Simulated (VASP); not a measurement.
Here is a VASP 6.6.1 calculation.

The input INCAR:

```
  PREC = Accurate
  ENCUT = 520
  EDIFF = 1E-6
  ISMEAR = 0
  SIGMA = 0.02
  LREAL = F
  LASPH = T
  NELM = 60
  ALGO = Normal
  ISIF = 2
  LWAVE = F
  LCHARG = T
  GGA = PE
  LELF = T
  LVHAR = T
  NBANDS = 16
```

KPOINTS

```
Automatic mesh
0
Gamma
  10 10 10
```

POSCAR

```
CdTe
1.0
    0.0000000000      3.4154914216      3.4154914216
    3.4154914216      0.0000000000      3.4154914216
    3.4154914216      3.4154914216      0.0000000000
Cd Te
1 1
Direct
    0.0000000000      0.0000000000      0.0000000000
    0.2500000000      0.2500000000      0.2500000000
```

Potentials or basis: VASP PAW PBE potentials, release 64 (Cd, Te).

Launch:

```sh
$ cat potpaw_PBE.64/Cd/POTCAR potpaw_PBE.64/Te/POTCAR > POTCAR
$ mpirun -np 1 vasp_std > vasp.out
```

Problem. What does it give for the pressure?

Solution. -2.6 GPa.

Problem. What does it give for the band gap on the k mesh?

Solution. 0.31 eV, direct.

Caveat: spin-orbit coupling is left out, which moves the levels of the heavy elements.
